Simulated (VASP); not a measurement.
# H8WC20 in VASP: relaxation of the atoms with PBE

Aim: the relaxation of the atoms of H8WC20 with PBE.

All numbers are computed with VASP 6.6.1; they aren't measurements. Logs are shortened: lines on timing, memory, paths and dates and some standing lists are left out, and cuts for length are marked.

### 1 The cell of the first run

The cell holds a slab with vacuum, 29 atoms: a = 5.049 Å, b = 5.049 Å, c = 17.165 Å, α = 90.00°, β = 90.00°, γ = 90.00°.

### 2 Relaxation of the atoms, PBE

The input, INCAR:

```
SYSTEM = H8WC20
PREC = Accurate
ENCUT = 520
EDIFF = 1E-6
ISMEAR = 0
SIGMA = 0.05
LREAL = Auto
LASPH = .TRUE.
NELM = 60
ALGO = Normal
ISIF = 2
LWAVE = .FALSE.
LCHARG = .FALSE.
GGA = PE
IBRION = 2
NSW = 80
EDIFFG = -0.03
```

The input, KPOINTS:

```
regular mesh
0
G
  3 3 1
  0 0 0
```

The input, POSCAR:

```
H8WC20
1.0
    5.0487420000      0.0000000000      0.0000000000
    0.0000000000      5.0487420000      0.0000000000
    0.0000000000      0.0000000000     17.1647000000
H C W
8 20 1
Selective dynamics
Direct
    0.4277868000      0.0000000000      0.0582591000  F F F
    0.0722132000      0.0000000000      0.0582591000  F F F
    0.9277868000      0.0000000000      0.0582591000  F F F
    0.5722132000      0.0000000000      0.0582591000  F F F
    0.4277868000      0.5000000000      0.0582591000  F F F
    0.0722132000      0.5000000000      0.0582591000  F F F
    0.9277868000      0.5000000000      0.0582591000  F F F
    0.5722132000      0.5000000000      0.0582591000  F F F
    0.2500000000      0.0000000000      0.0952362000  F F F
    0.7500000000      0.0000000000      0.0952362000  F F F
    0.2500000000      0.5000000000      0.0952362000  F F F
    0.7500000000      0.5000000000      0.0952362000  F F F
    0.2500000000      0.2500000000      0.1472324000  F F F
    0.7500000000      0.2500000000      0.1472324000  F F F
    0.2500000000      0.7500000000      0.1472324000  F F F
    0.7500000000      0.7500000000      0.1472324000  F F F
    0.0000000000      0.2500000000      0.1992286000  T T T
    0.5000000000      0.2500000000      0.1992286000  T T T
    0.0000000000      0.7500000000      0.1992286000  T T T
    0.5000000000      0.7500000000      0.1992286000  T T T
    0.0000000000      0.0000000000      0.2512249000  T T T
    0.5000000000      0.0000000000      0.2512249000  T T T
    0.0000000000      0.5000000000      0.2512249000  T T T
    0.5000000000      0.5000000000      0.2512249000  T T T
    0.2500000000      0.0969069000      0.3008908000  T T T
    0.7500000000      0.0969069000      0.3008908000  T T T
    0.2500000000      0.4030931000      0.2799175000  T T T
    0.7500000000      0.4030931000      0.2799175000  T T T
    0.8293317000      0.3181064000      0.4244001000  T T T
```

Potentials or basis: VASP PAW PBE potentials, release 64 (H, C, W_sv).

The run is started by

```bash
$ cat potpaw_PBE.64/H/POTCAR potpaw_PBE.64/C/POTCAR potpaw_PBE.64/W_sv/POTCAR > POTCAR
$ mpirun -np 1 vasp_std > vasp.out
```

OUTCAR:

```text
SYSTEM = H8WC20
   PREC = Accurate
   ENCUT = 520
   EDIFF = 1E-6
   ISMEAR = 0
   LREAL = Auto
   LASPH = .TRUE.
   NELM = 60
   ISIF = 2
   GGA = PE
   IBRION = 2
   NSW = 80
   EDIFFG = -0.03

 ion  position               nearest neighbor table
   1  0.428  0.000  0.058-   4 0.73   9 1.10
   2  0.072  0.000  0.058-   3 0.73   9 1.10
   3  0.928  0.000  0.058-   2 0.73  10 1.10
   4  0.572  0.000  0.058-   1 0.73  10 1.10
   5  0.428  0.500  0.058-   8 0.73  11 1.10
   6  0.072  0.500  0.058-   7 0.73  11 1.10
   7  0.928  0.500  0.058-   6 0.73  12 1.10
   8  0.572  0.500  0.058-   5 0.73  12 1.10
   9  0.250  0.000  0.095-   1 1.10   2 1.10  13 1.55  15 1.55
  10  0.750  0.000  0.095-   3 1.10   4 1.10  14 1.55  16 1.55
  11  0.250  0.500  0.095-   5 1.10   6 1.10  13 1.55  15 1.55
  12  0.750  0.500  0.095-   7 1.10   8 1.10  14 1.55  16 1.55
  13  0.250  0.250  0.147-   9 1.55  11 1.55  17 1.55  18 1.55
  14  0.750  0.250  0.147-  10 1.55  12 1.55  17 1.55  18 1.55
  15  0.250  0.750  0.147-   9 1.55  11 1.55  19 1.55  20 1.55
  16  0.750  0.750  0.147-  10 1.55  12 1.55  19 1.55  20 1.55
  17  0.000  0.250  0.199-  13 1.55  14 1.55  21 1.55  23 1.55  27 2.03  28 2.03
  18  0.500  0.250  0.199-  13 1.55  14 1.55  22 1.55  24 1.55  27 2.03  28 2.03
  19  0.000  0.750  0.199-  15 1.55  16 1.55  21 1.55  23 1.55
  20  0.500  0.750  0.199-  15 1.55  16 1.55  22 1.55  24 1.55
  21  0.000  0.000  0.251-  17 1.55  19 1.55  25 1.60  26 1.60
  22  0.500  0.000  0.251-  18 1.55  20 1.55  25 1.60  26 1.60
  23  0.000  0.500  0.251-  27 1.44  28 1.44  17 1.55  19 1.55
  24  0.500  0.500  0.251-  27 1.44  28 1.44  18 1.55  20 1.55
  25  0.250  0.097  0.301-  27 1.59  22 1.60  21 1.60
  26  0.750  0.097  0.301-  28 1.59  22 1.60  21 1.60  29 2.43
  27  0.250  0.403  0.280-  23 1.44  24 1.44  25 1.59  18 2.03  17 2.03
  28  0.750  0.403  0.280-  23 1.44  24 1.44  26 1.59  18 2.03  17 2.03  29 2.55
  29  0.829  0.318  0.424-  26 2.43  28 2.55

  LATTYP: Found a simple tetragonal cell.
 ALAT       =     5.0487420000
 C/A-ratio  =     3.3997974149

  Lattice vectors:

 A1 = (   5.0487420000,   0.0000000000,   0.0000000000)
 A2 = (   0.0000000000,   5.0487420000,   0.0000000000)
 A3 = (   0.0000000000,   0.0000000000,  17.1647000000)

Analysis of symmetry for initial positions (statically):
=====================================================================
 Subroutine PRICEL returns:
 Original cell was already a primitive cell.

 Routine SETGRP: Setting up the symmetry group for a
 simple tetragonal supercell.

 Subroutine GETGRP returns: Found  1 space group operations
 (whereof  1 operations were pure point group operations)
 out of a pool of 16 trial point group operations.

The static configuration has the point symmetry C_1 .

Analysis of symmetry for dynamics (positions and initial velocities):
=====================================================================
 Subroutine PRICEL returns:
 Original cell was already a primitive cell.

 Routine SETGRP: Setting up the symmetry group for a
 simple tetragonal supercell.

 Subroutine GETGRP returns: Found  1 space group operations
 (whereof  1 operations were pure point group operations)
 out of a pool of 16 trial point group operations.

The dynamic configuration has the point symmetry C_1 .

Analysis of constrained symmetry for selective dynamics:
=====================================================================
 Subroutine PRICEL returns:
 Original cell was already a primitive cell.

 Routine SETGRP: Setting up the symmetry group for a
 simple tetragonal supercell.

 Subroutine GETGRP returns: Found  1 space group operations
 (whereof  1 operations were pure point group operations)
 out of a pool of 16 trial point group operations.

The constrained configuration has the point symmetry C_1 .

 Subroutine INISYM returns: Found  1 space group operations
 (whereof  1 operations are pure point group operations),
 and found     1 'primitive' translations

----------------------------------------------------------------------------------------

                                     Primitive cell

  volume of cell :     437.5247

  direct lattice vectors                    reciprocal lattice vectors
     5.048742000  0.000000000  0.000000000     0.198069143  0.000000000  0.000000000
     0.000000000  5.048742000  0.000000000     0.000000000  0.198069143  0.000000000
     0.000000000  0.000000000 17.164700000     0.000000000  0.000000000  0.058259102

  length of vectors
     5.048742000  5.048742000 17.164700000     0.198069143  0.198069143  0.058259102

[... 67 lines left out ...]
Automatic generation of k-mesh.
 Grid dimensions read from file:
 generate k-points for:    3    3    1

 Generating k-lattice:

  Cartesian coordinates                     Fractional coordinates (reciprocal lattice)
     0.066023048  0.000000000  0.000000000     0.333333333  0.000000000  0.000000000
     0.000000000  0.066023048  0.000000000     0.000000000  0.333333333  0.000000000
     0.000000000  0.000000000  0.058259102     0.000000000  0.000000000  1.000000000

  Length of vectors
     0.066023048  0.066023048  0.058259102

  Shift w.r.t. Gamma in fractional coordinates (k-lattice)
     0.000000000  0.000000000  0.000000000

 Subroutine IBZKPT returns following result:
 ===========================================

 Found      5 irreducible k-points:

 Following reciprocal coordinates:
            Coordinates               Weight
  0.000000  0.000000  0.000000      1.000000
  0.333333  0.000000  0.000000      2.000000
  0.000000  0.333333  0.000000      2.000000
  0.333333  0.333333  0.000000      2.000000
 -0.333333  0.333333  0.000000      2.000000
   k-points           NKPTS =      5   k-points in BZ     NKDIM =      5   number of bands    NBANDS=     66
   number of dos      NEDOS =    301   number of ions     NIONS =     29
   total plane-waves  NPLWV = 204800
   dimension x,y,z NGX =    40 NGY =   40 NGZ =  128
   dimension x,y,z NGXF=    80 NGYF=   80 NGZF=  256
   ions per type =               8  20   1
   NGX,Y,Z   is equivalent  to a cutoff of  13.17, 13.17, 12.40 a.u.
   NGXF,Y,Z  is equivalent  to a cutoff of  26.34, 26.34, 24.79 a.u.
 SYSTEM =  H8WC20
   PREC   = accura    normal or accurate (medium, high low for compatibility)
   ISTART =      0    job   : 0-new  1-cont  2-samecut
   ICHARG =      2    charge: 1-file 2-atom 10-const
   ISPIN  =      1    spin polarized calculation?
   LNONCOLLINEAR =      F non collinear calculations
   LSORBIT =      F    spin-orbit coupling
   LASPH  =      T    aspherical Exc in radial PAW
   ENCUT  =  520.0 eV  38.22 Ry    6.18 a.u.   9.39  9.39 31.91*2*pi/ulx,y,z
   NELM   =     60;   NELMIN=  2; NELMDL= -5     # of ELM steps
   EDIFF  = 0.1E-05   stopping-criterion for ELM
   LREAL  =      T    real-space projection
   EDIFFG = -.3E-01   stopping-criterion for IOM
   NSW    =     80    number of steps for IOM
   IBRION =      2    ionic relax: 0-MD 1-quasi-New 2-CG
   NFREE  =      1    steps in history (QN), initial steepest desc. (CG)
   ISIF   =      2    stress and relaxation
   ISYM   =      2    0-nonsym 1-usesym 2-fastsym
   POTIM  = 0.5000    time-step for ionic-motion
   TEBEG  =    0.0;   TEEND  =   0.0 temperature during run
   PSTRESS=    0.0 pullay stress
   NELECT =     102.0000    total number of electrons
   NUPDOWN=      -1.0000    fix difference up-down
   EMIN   =  10.00;   EMAX   =-10.00  energy-range for DOS
   EFERMI =   0.00;   METHOD = LEGACY
   ISMEAR =     0;   SIGMA  =   0.05  broadening in eV -4-tet -1-fermi 0-gaus
   EFERMI_NEDOS =   21; number of points for ismear=-14 and -15
   IALGO  =     38    algorithm
   IMIX   =      4    mixing-type and parameters
     AMIX     =   0.40;   BMIX     =  1.00
     AMIX_MAG =   1.60;   BMIX_MAG =  1.00
  volume/ion in A,a.u.               =      15.09       101.81
  Fermi-wavevector in a.u.,A,eV,Ry     =   1.007567  1.904026 13.812522  1.015192
  Thomas-Fermi vector in A             =   2.140380
   LORBIT       =      0    0 simple, 1 ext, 2 COOP (PROOUT), +10 PAW based schemes
   GGA     = PE    functional components
   LHFCALC =     F    Hartree Fock is set to
   AEXX    =    0.0000 exact exchange contribution
   IVDW    =     0    specifies the selected vdW correction
   LEPSILON=     F    determine dielectric tensor
   LRPA    =     F    only Hartree local field effects (RPA)
 conjugate gradient relaxation of ions
 non-spin polarized calculation
 Gauss-broadening in eV      SIGMA  =   0.05
  energy-cutoff  :      520.00
  volume of cell :      437.52
 maximum number of plane-waves:     11843
 NGX is ok and might be reduce to    40
   NGX = 19   NGY = 19   NGZ = 63

--------------------------------------- Ionic step        1  -------------------------------------------

 number of electron     102.0000009 magnetization

 Free energy of the ion-electron system (eV)
  ---------------------------------------------------
  ext. energy  EPLUGINS =         0.00000000
  ---------------------------------------------------
  free energy    TOTEN  =      -192.23063001 eV

  energy without entropy =     -192.20163175  energy(sigma->0) =     -192.21613088

------------------------ aborting loop because EDIFF is reached ----------------------------------------

  FORCE on cell =-STRESS in cart. coord.  units (eV):
  Direction    XX          YY          ZZ          XY          YZ          ZX
  --------------------------------------------------------------------------------------
  -------------------------------------------------------------------------------------
  Total       74.6186340     -9.5930368     -3.5307328      0.3411704     -1.6951489      0.0734914
  in kB      273.2469378    -35.1288653    -12.9292360      1.2493365     -6.2074875      0.2691189
  external PRESSURE =      75.0629455 kB  Pullay stress =       0.0000000 kB
[... 170 lines left out ...]
  FREE ENERGIE OF THE ION-ELECTRON SYSTEM (eV)
  ---------------------------------------------------
  free  energy   TOTEN  =      -195.2959183615 eV

  energy  without entropy=     -195.2734047914  energy(sigma->0) =     -195.28466158

[... ionic steps 4 to 29 ...]

--------------------------------------- Ionic step       30  -------------------------------------------

 number of electron     102.0000002 magnetization

------------------------ aborting loop because EDIFF is reached ----------------------------------------
[... 121 lines left out ...]
--------------------------------------- Ionic step       32  -------------------------------------------

 number of electron     102.0000002 magnetization

 Free energy of the ion-electron system (eV)
  ---------------------------------------------------
  ext. energy  EPLUGINS =         0.00000000
  ---------------------------------------------------
  free energy    TOTEN  =      -199.55521006 eV

  energy without entropy =     -199.54441919  energy(sigma->0) =     -199.54981462

 E-fermi :   1.0986     XC(G=0):  -5.6279

 val. band max:        1.0792333118   @ k =   0.0000   0.3333   0.0000
 cond. band min:       1.1179687722   @ k =   0.3333   0.0000   0.0000
 fundamental gap:      0.0387354604
 Fermi energy:         1.0986011559

 k-point     1 :       0.0000    0.0000    0.0000
  band No.  band energies     occupation
      1     -73.3838      2.00000
      2     -37.8805      2.00000
      3     -37.6789      2.00000
      4     -37.5225      2.00000
      5     -19.8873      2.00000
      6     -17.5671      2.00000
[... 319 lines left out ...]
     62       5.8482      0.00000
     63       6.0493      0.00000
 [bands above 63 left out]

------------------------ aborting loop because EDIFF is reached ----------------------------------------

  FORCE on cell =-STRESS in cart. coord.  units (eV):
  Direction    XX          YY          ZZ          XY          YZ          ZX
  --------------------------------------------------------------------------------------
  -------------------------------------------------------------------------------------
  Total       64.5255383     -3.6243058     -4.4693095     -0.0062298     -0.1085880      0.0953815
  in kB      236.2869005    -13.2718922    -16.3662220     -0.0228130     -0.3976400      0.3492789
  external PRESSURE =      68.8829287 kB  Pullay stress =       0.0000000 kB
[... 44 lines left out ...]
  FREE ENERGIE OF THE ION-ELECTRON SYSTEM (eV)
  ---------------------------------------------------
  free  energy   TOTEN  =      -199.5552100555 eV

  energy  without entropy=     -199.5444191868  energy(sigma->0) =     -199.54981462

 reached required accuracy - stopping structural energy minimisation
```

It took 72 min on 1 thread of Intel Xeon Platinum 8488C (Sapphire Rapids), shared host; peak memory 0.56 GiB.

What came out:

| Quantity | Value |
| --- | --- |
| Free energy | -199.5552 eV |
| Energy gained by relaxing | 252.6 meV/atom |
| Ionic steps | 32 |
| Band gap on the k mesh | zero (bands 51 and 52 overlap by 0.04 eV) |

Step by step:
| step | energy change (eV) | largest force on free atoms (eV/Å) | pressure (GPa) |
| --- | --- | --- | --- |
| 1 | 0.0000 | 8.0467 | 7.51 |
| 2 | -1.4231 | 7.6463 | 7.87 |
| 3 | -3.0653 | 4.0453 | 6.71 |
| 4 | -3.7738 | 5.8517 | 8.48 |
| 5 | -4.1684 | 2.4636 | 7.38 |
| 6 | -4.7962 | 2.5185 | 7.12 |
| 7 | -4.7964 | 2.5202 | 7.12 |
| 8 | -5.3382 | 2.7945 | 6.66 |
| 9 | -5.6688 | 3.5684 | 6.41 |
| 10 | -6.2271 | 3.0549 | 5.98 |
| 11 | -6.6190 | 2.9164 | 5.65 |
| 12 | -6.6287 | 2.5042 | 5.63 |
| 13 | -6.9319 | 2.2144 | 5.80 |
| 14 | -7.0249 | 1.9907 | 6.06 |
| 15 | -7.1466 | 1.0209 | 6.17 |
| 16 | -7.1937 | 0.8992 | 6.33 |
| 17 | -7.2523 | 0.4278 | 6.49 |
| 18 | -7.2703 | 0.4931 | 6.66 |
| 19 | -7.2959 | 0.3586 | 6.74 |
| 20 | -7.3019 | 0.3673 | 6.80 |
| 21 | -7.3143 | 0.2018 | 6.86 |
| 22 | -7.3153 | 0.2990 | 6.88 |
| 23 | -7.3217 | 0.1157 | 6.94 |
| 24 | -7.3220 | 0.1342 | 6.95 |
| 25 | -7.3235 | 0.0659 | 6.95 |
| 26 | -7.3235 | 0.0592 | 6.95 |
| 27 | -7.3240 | 0.0484 | 6.94 |
| 28 | -7.3240 | 0.0673 | 6.93 |
| 29 | -7.3241 | 0.0510 | 6.93 |
| 30 | -7.3243 | 0.0370 | 6.91 |
| 31 | -7.3244 | 0.0429 | 6.90 |
| 32 | -7.3246 | 0.0238 | 6.89 |

Final structure:
```cif
data_structure
_symmetry_space_group_name_H-M 'P 1'
_symmetry_Int_Tables_number 1
_cell_length_a 5.0487
_cell_length_b 5.0487
_cell_length_c 17.1647
_cell_angle_alpha 90.000
_cell_angle_beta 90.000
_cell_angle_gamma 90.000
_cell_volume 437.52
loop_
_atom_site_label
_atom_site_type_symbol
_atom_site_fract_x
_atom_site_fract_y
_atom_site_fract_z
_atom_site_occupancy
H1 H 0.42779 0.00000 0.05826 1
H2 H 0.07221 0.00000 0.05826 1
H3 H 0.92779 0.00000 0.05826 1
H4 H 0.57221 0.00000 0.05826 1
H5 H 0.42779 0.50000 0.05826 1
H6 H 0.07221 0.50000 0.05826 1
H7 H 0.92779 0.50000 0.05826 1
H8 H 0.57221 0.50000 0.05826 1
C1 C 0.25000 0.00000 0.09524 1
C2 C 0.75000 0.00000 0.09524 1
C3 C 0.25000 0.50000 0.09524 1
C4 C 0.75000 0.50000 0.09524 1
C5 C 0.25000 0.25000 0.14723 1
C6 C 0.75000 0.25000 0.14723 1
C7 C 0.25000 0.75000 0.14723 1
C8 C 0.75000 0.75000 0.14723 1
C9 C 0.99394 0.25002 0.19486 1
C10 C 0.50682 0.25011 0.19995 1
C11 C 0.00494 0.75012 0.19907 1
C12 C 0.49498 0.75012 0.20434 1
C13 C 0.99962 0.00565 0.24862 1
C14 C 0.50127 0.00784 0.25737 1
C15 C 0.99939 0.49459 0.24855 1
C16 C 0.50111 0.49263 0.25733 1
C17 C 0.23659 0.09168 0.29864 1
C18 C 0.76136 0.00872 0.30302 1
C19 C 0.23654 0.40892 0.29857 1
C20 C 0.76099 0.49202 0.30301 1
W1 W 0.95143 0.25080 0.37629 1
```

Caveat: the k points lie up to 0.41 Å⁻¹ apart; there is no dipole correction, which matters where the two faces differ; spin-orbit coupling is left out, which moves the levels of the heavy elements.

The gap in the log of VASP goes by the Fermi energy; the results here count the filled bands.